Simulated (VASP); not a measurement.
# Nb in VASP: a series of runs

Runs on Nb. Level: r2SCAN. Tasks: single point.

All numbers are computed with VASP 6.6.1; they aren't measurements. Logs are shortened: lines on timing, memory, paths and dates and some standing lists are left out, and cuts for length are marked.

## (1) The cell of the first run

Symmetry: Fm-3m, No. 225, cubic system. Conventional cell: a = 4.399 Å, b = 4.399 Å, c = 4.399 Å, α = 90.00°, β = 90.00°, γ = 90.00°. Within 4.1 Å of Nb (site symmetry m-3m) lie 12 Nb at 3.11 Å.

This isn't the form of Nb at room conditions, which is bcc.

## (2) Single point, r2SCAN (strain +0.040 along x and y, +0.040 along z)

POSCAR

```
Nb
1.0
    0.0000000000      2.1996000000      2.1996000000
    2.1996000000      0.0000000000      2.1996000000
    2.1996000000      2.1996000000      0.0000000000
Nb
1
Direct
    0.0000000000      0.0000000000      0.0000000000
```

INCAR.step1

```
SYSTEM = Nb
ALGO     = Normal         ! electronic algorithm
EDIFF    = 1E-4           ! SCF threshold, eV
ENCUT    = 520            ! plane-wave cutoff, eV
GGA      = PE             ! functional
ISMEAR   = 0              ! smearing method
LASPH    = .True.         ! aspherical terms in the spheres
LCHARG   = .False.        ! write CHGCAR
LREAL    = .False.        ! projectors in reciprocal space
LWAVE    = .True.         ! write WAVECAR
NBANDS   = 12             ! bands
NELM     = 100            ! most SCF steps
PREC     = Accurate       ! precision mode
SIGMA    = 0.15           ! smearing width, eV
```

INCAR.step2

```
SYSTEM = Nb
ALGO     = Normal         ! electronic algorithm
EDIFF    = 1E-7           ! SCF threshold, eV
ENCUT    = 520            ! plane-wave cutoff, eV
ISIF     = 2              ! what is computed and relaxed
ISMEAR   = 0              ! smearing method
ISTART   = 1            
LASPH    = .True.         ! aspherical terms in the spheres
LCHARG   = .False.        ! write CHGCAR
LMIXTAU  = .True.       
LREAL    = .False.        ! projectors in reciprocal space
LWAVE    = .False.        ! write WAVECAR
METAGGA  = R2SCAN         ! meta-GGA
NBANDS   = 12             ! bands
NELM     = 100            ! most SCF steps
PREC     = Accurate       ! precision mode
SIGMA    = 0.15           ! smearing width, eV
```

KPOINTS

```
k-points
0
Gamma
  20 20 20
  0 0 0
```

Potentials or basis: VASP PAW PBE potentials, release 64 (Nb_sv).

Command:

```sh
> cat potpaw_PBE.64/Nb_sv/POTCAR > POTCAR
> cp INCAR.step1 INCAR
> mpirun -np 1 vasp_std > vasp.out
> cp INCAR.step2 INCAR
> mpirun -np 1 vasp_std > vasp.out
```

OUTCAR:

```text
SYSTEM = Nb
   EDIFF = 1E-7
   ENCUT = 520
   ISIF = 2
   ISMEAR = 0
   ISTART = 1
   LASPH = .True.
   LREAL = .False.
   METAGGA = R2SCAN
   NELM = 100
   PREC = Accurate

 ion  position               nearest neighbor table
   1  0.000  0.000  0.000-

  LATTYP: Found a face centered cubic cell.
 ALAT       =     4.3992000000

  Lattice vectors:

 A1 = (   0.0000000000,   2.1996000000,   2.1996000000)
 A2 = (   2.1996000000,   0.0000000000,   2.1996000000)
 A3 = (   2.1996000000,   2.1996000000,   0.0000000000)

Analysis of symmetry for initial positions (statically):
=====================================================================
 Subroutine PRICEL returns:
 Original cell was already a primitive cell.

 Routine SETGRP: Setting up the symmetry group for a
 face centered cubic supercell.

 Subroutine GETGRP returns: Found 48 space group operations
 (whereof 48 operations were pure point group operations)
 out of a pool of 48 trial point group operations.

The static configuration has the point symmetry O_h .

Analysis of symmetry for dynamics (positions and initial velocities):
=====================================================================
 Subroutine PRICEL returns:
 Original cell was already a primitive cell.

 Routine SETGRP: Setting up the symmetry group for a
 face centered cubic supercell.

 Subroutine GETGRP returns: Found 48 space group operations
 (whereof 48 operations were pure point group operations)
 out of a pool of 48 trial point group operations.

The dynamic configuration has the point symmetry O_h .

 Subroutine INISYM returns: Found 48 space group operations
 (whereof 48 operations are pure point group operations),
 and found     1 'primitive' translations

----------------------------------------------------------------------------------------

                                     Primitive cell

  volume of cell :      21.2844

  direct lattice vectors                    reciprocal lattice vectors
     0.000000000  2.199600000  2.199600000    -0.227314057  0.227314057  0.227314057
     2.199600000  0.000000000  2.199600000     0.227314057 -0.227314057  0.227314057
     2.199600000  2.199600000  0.000000000     0.227314057  0.227314057 -0.227314057

  length of vectors
     3.110704152  3.110704152  3.110704152     0.393719496  0.393719496  0.393719496

  position of ions in fractional coordinates (direct lattice)
     0.000000000  0.000000000  0.000000000

  ion indices of the primitive-cell ions
   primitive index   ion index
                 1           1

----------------------------------------------------------------------------------------

 KPOINTS: k-points

Automatic generation of k-mesh.
 Grid dimensions read from file:
 generate k-points for:   20   20   20

 Generating k-lattice:

  Cartesian coordinates                     Fractional coordinates (reciprocal lattice)
    -0.011365703  0.011365703  0.011365703     0.050000000  0.000000000  0.000000000
     0.011365703 -0.011365703  0.011365703     0.000000000  0.050000000  0.000000000
     0.011365703  0.011365703 -0.011365703     0.000000000  0.000000000  0.050000000

  Length of vectors
     0.019685975  0.019685975  0.019685975

  Shift w.r.t. Gamma in fractional coordinates (k-lattice)
     0.000000000  0.000000000  0.000000000

 Subroutine IBZKPT returns following result:
 ===========================================

 Found    256 irreducible k-points:

 Following reciprocal coordinates:
            Coordinates               Weight
  0.000000  0.000000  0.000000      1.000000
  0.050000  0.000000  0.000000      8.000000
  0.100000  0.000000  0.000000      8.000000
  0.150000  0.000000  0.000000      8.000000
  0.200000  0.000000  0.000000      8.000000
  0.250000  0.000000  0.000000      8.000000
[... 16 lines left out ...]
 -0.400000  0.050000  0.000000     24.000000
 -0.350000  0.050000  0.000000     24.000000
 [... further k-points ...]
   k-points           NKPTS =    256   k-points in BZ     NKDIM =    256   number of bands    NBANDS=     12
[... 39 lines left out ...]
  volume of cell :       21.28
 maximum number of plane-waves:       589
   NGX = 11   NGY = 11   NGZ = 11

 number of electron      13.0000002 magnetization

 Free energy of the ion-electron system (eV)
  ---------------------------------------------------
  ext. energy  EPLUGINS =         0.00000000
  ---------------------------------------------------
  free energy    TOTEN  =       -24.36281570 eV

  energy without entropy =      -24.34628066  energy(sigma->0) =      -24.35454818

 E-fermi :   9.3022     XC(G=0): -12.6808

 val. band max:        9.3021149819   @ k =   0.4500   0.0500   0.0000
 cond. band min:       9.3025134136   @ k =  -0.0500   0.0500   0.0000
 fundamental gap:      0.0003984317
 Fermi energy:         9.3022163014

 k-point     1 :       0.0000    0.0000    0.0000
  band No.  band energies     occupation
      1     -47.5294      2.00000
      2     -22.3588      2.00000
      3     -22.3588      2.00000
      4     -22.3588      2.00000
      5       3.0237      2.00000
      6       9.4863      0.08271
      7       9.4863      0.08271
      8       9.4863      0.08271
      9      11.8833      0.00000
     10      11.8833      0.00000
     11      21.3849      0.00000
     12      26.0631      0.00000

 k-point     2 :       0.0500    0.0000    0.0000
  band No.  band energies     occupation
      1     -47.5264      2.00000
      2     -22.3804      2.00000
      3     -22.3615      2.00000
      4     -22.3615      2.00000
      5       3.1092      2.00000
      6       9.4188      0.27172
      7       9.5250      0.03568
      8       9.5250      0.03567
      9      11.8507      0.00000
     10      11.8507      0.00000
     11      21.5530      0.00000
     12      25.6134      0.00000

 k-point     3 :       0.1000    0.0000    0.0000
  band No.  band energies     occupation
      1     -47.5176      2.00000
      2     -22.4428      2.00000
      3     -22.3695      2.00000
      4     -22.3695      2.00000
      5       3.3588      2.00000
      6       9.2375      1.45853
      7       9.6301      0.00199
      8       9.6301      0.00199
      9      11.7715      0.00000
     10      11.7715      0.00000
     11      22.0200      0.00000
     12      24.6764      0.00000
[... 286 lines left out ...]
 k-point    23 :      -0.4000    0.0500    0.0000
  band No.  band energies     occupation
      1     -47.4114      2.00000
      2     -23.1393      2.00000
      3     -22.4826      2.00000
      4     -22.4600      2.00000
      5       5.7521      2.00000
      6       9.3477      0.66792
      7       9.5307      0.03120
      8       9.6245      0.00238
      9      13.0121      0.00000
     10      13.5146      0.00000
     11      19.2176      0.00000
     12      21.6953      0.00000

 k-point    24 :      -0.3500    0.0500    0.0000
  band No.  band energies     occupation
      1     -47.4237      2.00000
      2     -23.0612      2.00000
      3     -22.4742      2.00000
      4     -22.4462      2.00000
      5       5.6566      2.00000
      6       9.0817      1.96236
      7       9.5251      0.03561
      8       9.6358      0.00166
      9      12.5717      0.00000
     10      13.1807      0.00000
     11      19.9427      0.00000
     12      22.3680      0.00000

 [... further k-points ...]
[... 5 lines left out ...]
  --------------------------------------------------------------------------------------
  -------------------------------------------------------------------------------------
  Total       -2.3168951     -2.3168951     -2.3168951      0.0000000      0.0000000     -0.0000000
  in kB     -174.4037557   -174.4037557   -174.4037557      0.0000000      0.0000000     -0.0000000
  external PRESSURE =    -174.4037557 kB  Pullay stress =       0.0000000 kB

 VOLUME and BASIS-vectors are now :
 -----------------------------------------------------------------------------
  energy-cutoff  :      520.00
  volume of cell :       21.28
      direct lattice vectors                 reciprocal lattice vectors
     0.000000000  2.199600000  2.199600000    -0.227314057  0.227314057  0.227314057
     2.199600000  0.000000000  2.199600000     0.227314057 -0.227314057  0.227314057
     2.199600000  2.199600000  0.000000000     0.227314057  0.227314057 -0.227314057

 POSITION                                       TOTAL-FORCE (eV/Angst)
 -----------------------------------------------------------------------------------
      0.00000      0.00000      0.00000         0.000000     -0.000000      0.000000
 -----------------------------------------------------------------------------------
    total drift:                               -0.000000      0.000000      0.000000

  FREE ENERGIE OF THE ION-ELECTRON SYSTEM (eV)
  ---------------------------------------------------
  free  energy   TOTEN  =       -24.3628156974 eV

  energy  without entropy=      -24.3462806611  energy(sigma->0) =      -24.35454818
```

Run time: 3.3 min. Hardware: 1 thread of AMD EPYC 9R45 (Zen 5), shared host; peak memory 0.16 GiB.

Results:

| Item | Value |
| --- | --- |
| Free energy | -24.3628 eV |
| Pressure | -17.4 GPa |
| Band gap on the k mesh | zero (an odd number of electrons rules out a gap without spin polarisation) |

Caveat: the cell differs from its parent crystal (strain +0.040 along x and y, +0.040 along z); the cell stands under tension; the PAW data sets were made with another functional, which shifts forces and pressure a little.

## (3) Single point, r2SCAN (strain +0.080 along x and y, +0.080 along z)

POSCAR

```
Nb
1.0
    0.0000000000      2.2842000000      2.2842000000
    2.2842000000      0.0000000000      2.2842000000
    2.2842000000      2.2842000000      0.0000000000
Nb
1
Direct
    0.0000000000      0.0000000000      0.0000000000
```

INCAR.step1

```
SYSTEM = Nb
ALGO = Normal ; EDIFF = 1E-4
ENCUT = 520 ; GGA = PE
ISMEAR = 0 ; LASPH = .True.
LCHARG = .False. ; LREAL = .False.
LWAVE = .True. ; NBANDS = 12
NELM = 60 ; PREC = Accurate
SIGMA = 0.15
```

INCAR.step2

```
SYSTEM = Nb
ALGO = Normal ; EDIFF = 1E-7
ENCUT = 520 ; ISIF = 2
ISMEAR = 0 ; ISTART = 1
LASPH = .True. ; LCHARG = .True.
LELF = .True. ; LMIXTAU = .True.
LREAL = .False. ; LVHAR = .True.
LWAVE = .False. ; METAGGA = R2SCAN
NBANDS = 12 ; NELM = 60
PREC = Accurate ; SIGMA = 0.15
```

KPOINTS is that of step 2.

Potentials or basis: VASP PAW PBE potentials, release 64 (Nb_sv).

Command:

```sh
> cat potpaw_PBE.64/Nb_sv/POTCAR > POTCAR
> cp INCAR.step1 INCAR
> mpirun -np 1 vasp_std > vasp.out
> cp INCAR.step2 INCAR
> mpirun -np 1 vasp_std > vasp.out
```

Run time: 3.3 min. Hardware: 1 thread of AMD EPYC 9R45 (Zen 5), shared host; peak memory 0.17 GiB.

The run converged. Its results:

```yaml
Free_energy: -24.0083 eV
Pressure: -26.2 GPa
Band_gap_on_the_k_mesh: zero (an odd number of electrons rules out a gap without spin polarisation)
```

Levels at points of the mesh, in eV from the Fermi level:
```csv
k point,band 3,band 4,band 5,band 6,band 7,band 8,band 9,band 10
"(0.00, 0.00, 0.00)",-31.99,-31.99,-5.94,0.19,0.19,0.19,2.25,2.25
"(0.50, 0.00, 0.00)",-32.07,-32.07,-3.22,0.15,0.15,0.60,3.58,3.58
"(0.50, 0.50, 0.00)",-32.20,-32.20,-3.06,-2.50,2.48,3.64,3.91,3.91
```

Caveat: the cell differs from its parent crystal (strain +0.080 along x and y, +0.080 along z); the cell stands under tension; the PAW data sets were made with another functional, which shifts forces and pressure a little.

## (4) Single point, r2SCAN (strain -0.080 along x and y, -0.040 along z)

POSCAR

```
Nb
1.0
    0.0000000000      1.9458000000      2.0304000000
    1.9458000000      0.0000000000      2.0304000000
    1.9458000000      1.9458000000      0.0000000000
Nb
1
Direct
    0.0000000000      0.0000000000      0.0000000000
```

INCAR.step1

```
SYSTEM = Nb
PREC = Accurate ; ENCUT = 520
ISMEAR = 0 ; SIGMA = 0.15
LREAL = .FALSE. ; LASPH = .TRUE.
NELM = 80 ; NBANDS = 12
GGA = PE ; ALGO = Normal
EDIFF = 1E-4 ; LWAVE = .TRUE.
LCHARG = .FALSE.
```

INCAR.step2

```
SYSTEM = Nb
PREC = Accurate ; ENCUT = 520
EDIFF = 1E-7 ; ISMEAR = 0
SIGMA = 0.15 ; LREAL = .FALSE.
LASPH = .TRUE. ; NELM = 80
ALGO = Normal ; ISIF = 2
LWAVE = .FALSE. ; LCHARG = .FALSE.
METAGGA = R2SCAN ; LMIXTAU = .TRUE.
NBANDS = 12 ; ISTART = 1
```

KPOINTS

```
regular mesh
0
G
  20 20 20
  0 0 0
```

Command:

```sh
> cat potpaw_PBE.64/Nb_sv/POTCAR > POTCAR
> cp INCAR.step1 INCAR
> mpirun -np 1 vasp_std > vasp.out
> cp INCAR.step2 INCAR
> mpirun -np 1 vasp_std > vasp.out
```

It took 6.4 min on 1 thread of AMD EPYC 9R45 (Zen 5), shared host; peak memory 0.2 GiB.

It converged, with:

```yaml
Free_energy: -24.1375 eV
Pressure: 45.4 GPa
Band_gap_on_the_k_mesh: zero (an odd number of electrons rules out a gap without spin polarisation)
```

Stress tensor (GPa, compression positive):
```
39.23  0.00  0.00
 0.00 39.23  0.00
 0.00  0.00 57.72
```

Levels at points of the mesh, in eV from the Fermi level:
```csv
k point,band 4,band 5,band 6,band 7,band 8,band 9
"(0.00, 0.00, 0.00)",-30.60,-6.92,-0.51,0.18,0.18,3.05
"(0.50, 0.00, 0.00)",-30.82,-4.90,-0.68,0.06,2.30,6.01
"(0.50, 0.50, 0.00)",-31.31,-5.49,-4.64,4.62,6.31,6.91
"(0.50, 0.00, 0.50)",-31.39,-5.57,-4.73,5.53,6.15,6.57
```

Caveat: the cell differs from its parent crystal (strain -0.080 along x and y, -0.040 along z); the stress differs along the axes, from 39 to 58 GPa; the PAW data sets were made with another functional, which shifts forces and pressure a little.

## (5) Single point, r2SCAN (strain -0.080 along x and y, +0.000 along z)

POSCAR

```
Nb
1.0
    0.0000000000      1.9458000000      2.1150000000
    1.9458000000      0.0000000000      2.1150000000
    1.9458000000      1.9458000000      0.0000000000
Nb
1
Direct
    0.0000000000      0.0000000000      0.0000000000
```

INCAR.step1

```
SYSTEM = Nb
  PREC = Accurate
  ENCUT = 520
  ISMEAR = 0
  SIGMA = 0.15
  LREAL = .False.
  LASPH = .True.
  NELM = 60
  NBANDS = 12
  GGA = PE
  ALGO = Normal
  EDIFF = 1E-4
  LWAVE = .True.
  LCHARG = .False.
```

INCAR.step2

```
SYSTEM = Nb
  PREC = Accurate
  ENCUT = 520
  EDIFF = 1E-6
  ISMEAR = 0
  SIGMA = 0.15
  LREAL = .False.
  LASPH = .True.
  NELM = 60
  ALGO = Normal
  ISIF = 2
  LWAVE = .False.
  LCHARG = .False.
  METAGGA = R2SCAN
  LMIXTAU = .True.
  NBANDS = 12
  ISTART = 1
```

KPOINTS

```
regular mesh
0
Gamma
  20 20 20
  0 0 0
```

Command:

```sh
> cat potpaw_PBE.64/Nb_sv/POTCAR > POTCAR
> cp INCAR.step1 INCAR
> mpirun -np 1 vasp_std > vasp.out
> cp INCAR.step2 INCAR
> mpirun -np 1 vasp_std > vasp.out
```

Wall time 5.6 min (1 thread of AMD EPYC 9R45 (Zen 5), shared host); peak memory 0.2 GiB.

It converged, with:

```yaml
Free_energy: -24.3512 eV
Pressure: 32.3 GPa
Band_gap_on_the_k_mesh: zero (an odd number of electrons rules out a gap without spin polarisation)
```

Stress tensor (GPa, compression positive):
```
24.44  0.00  0.00
 0.00 24.44  0.00
 0.00  0.00 47.97
```

Levels at points of the mesh, in eV from the Fermi level:
```
           k point  band 3  band 4  band 5  band 6  band 7  band 8  band 9  band 10
(0.00, 0.00, 0.00)  -30.65  -30.65   -6.83   -0.77    0.54    0.54    2.49     4.37
(0.50, 0.00, 0.00)  -31.07  -30.80   -4.67   -0.81    0.54    2.11    5.67     6.25
(0.50, 0.50, 0.00)  -31.20  -31.20   -5.10   -4.26    3.76    6.19    6.62     6.62
(0.50, 0.00, 0.50)  -31.65  -31.35   -5.23   -4.38    5.49    5.81    5.95     7.31
```

Caveat: the cell differs from its parent crystal (strain -0.080 along x and y, +0.000 along z); the stress differs along the axes, from 24 to 48 GPa; the PAW data sets were made with another functional, which shifts forces and pressure a little.

## (6) Single point, r2SCAN (strain -0.040 along x and y, -0.080 along z)

POSCAR

```
Nb
1.0
    0.0000000000      2.0304000000      1.9458000000
    2.0304000000      0.0000000000      1.9458000000
    2.0304000000      2.0304000000      0.0000000000
Nb
1
Direct
    0.0000000000      0.0000000000      0.0000000000
```

INCAR.step1

```
PREC = Accurate
ENCUT = 520
ISMEAR = 0
SIGMA = 0.15
LREAL = False
LASPH = True
NELM = 80
NBANDS = 12
GGA = PE
ALGO = Normal
EDIFF = 1E-4
LWAVE = True
LCHARG = False
```

INCAR.step2

```
PREC = Accurate
ENCUT = 520
EDIFF = 1E-6
ISMEAR = 0
SIGMA = 0.15
LREAL = False
LASPH = True
NELM = 80
ALGO = Normal
ISIF = 2
LWAVE = False
LCHARG = True
METAGGA = R2SCAN
LMIXTAU = True
LELF = True
LVHAR = True
NBANDS = 12
ISTART = 1
```

KPOINTS

```
regular mesh
0
Gamma
  20 20 20
```

Potentials or basis: VASP PAW PBE potentials, release 64 (Nb_sv).

Command:

```sh
> cat potpaw_PBE.64/Nb_sv/POTCAR > POTCAR
> cp INCAR.step1 INCAR
> mpirun -np 1 vasp_std > vasp.out
> cp INCAR.step2 INCAR
> mpirun -np 1 vasp_std > vasp.out
```

Run time: 6.5 min. Hardware: 1 thread of AMD EPYC 9R45 (Zen 5), shared host; peak memory 0.21 GiB.

It converged, with:

```yaml
Free_energy: -24.3024 eV
Pressure: 32.9 GPa
Band_gap_on_the_k_mesh: zero (an odd number of electrons rules out a gap without spin polarisation)
```

Stress tensor (GPa, compression positive):
```
39.02  0.00  0.00
 0.00 39.02  0.00
 0.00  0.00 20.59
```

Levels at points of the mesh, in eV from the Fermi level:
| k point | band 2 | band 3 | band 4 | band 5 | band 6 | band 7 | band 8 | band 9 | band 10 | band 11 |
| --- | --- | --- | --- | --- | --- | --- | --- | --- | --- | --- |
| (0.00, 0.00, 0.00) | -30.75 | -30.75 | -30.74 | -6.88 | -0.20 | -0.20 | 0.44 | 2.99 | 3.85 | 12.38 |
| (0.50, 0.00, 0.00) | -32.80 | -31.06 | -30.94 | -4.70 | -0.58 | 0.16 | 2.04 | 5.72 | 6.08 | 12.23 |
| (0.50, 0.50, 0.00) | -32.64 | -31.55 | -31.55 | -5.26 | -4.49 | 5.44 | 5.91 | 6.59 | 6.59 | 12.87 |
| (0.50, 0.00, 0.50) | -32.66 | -31.48 | -31.34 | -5.21 | -4.37 | 4.54 | 5.94 | 6.30 | 6.87 | 13.03 |

Caveat: the cell differs from its parent crystal (strain -0.040 along x and y, -0.080 along z); the stress differs along the axes, from 21 to 39 GPa; the PAW data sets were made with another functional, which shifts forces and pressure a little.

## (7) The runs side by side

| cell | gap on the mesh (eV) | pressure (GPa) |
| --- | --- | --- |
| a = 3.111 Å, angles 60.0°, 1 atom | none | -17.4 |
| a = 3.230 Å, angles 60.0°, 1 atom | none | -26.2 |
| a = 2.812, b = 2.812, c = 2.752 Å, angles 60.7, 60.7, 58.6°, 1 atom | none | 45.4 |
| a = 2.874, b = 2.874, c = 2.752 Å, angles 61.4, 61.4, 57.2°, 1 atom | none | 32.3 |
| a = 2.812, b = 2.812, c = 2.871 Å, angles 59.3, 59.3, 61.4°, 1 atom | none | 32.9 |

Alike in all rows: task single point; level r2SCAN; potentials or basis VASP PAW PBE potentials, release 64 (Nb_sv); no spin polarisation; k mesh 20 × 20 × 20; cutoff (eV) 520; smearing gaussian 0.15 eV.

Caveats: the PAW data sets were made with another functional, which shifts forces and pressure a little; the cell stands under tension (at least some runs); the stress differs along the axes, from 39 to 58 GPa (at least some runs); the stress differs along the axes, from 24 to 48 GPa (at least some runs); the stress differs along the axes, from 21 to 39 GPa (at least some runs).

Absolute energies hang on the potentials; compare differences alone.
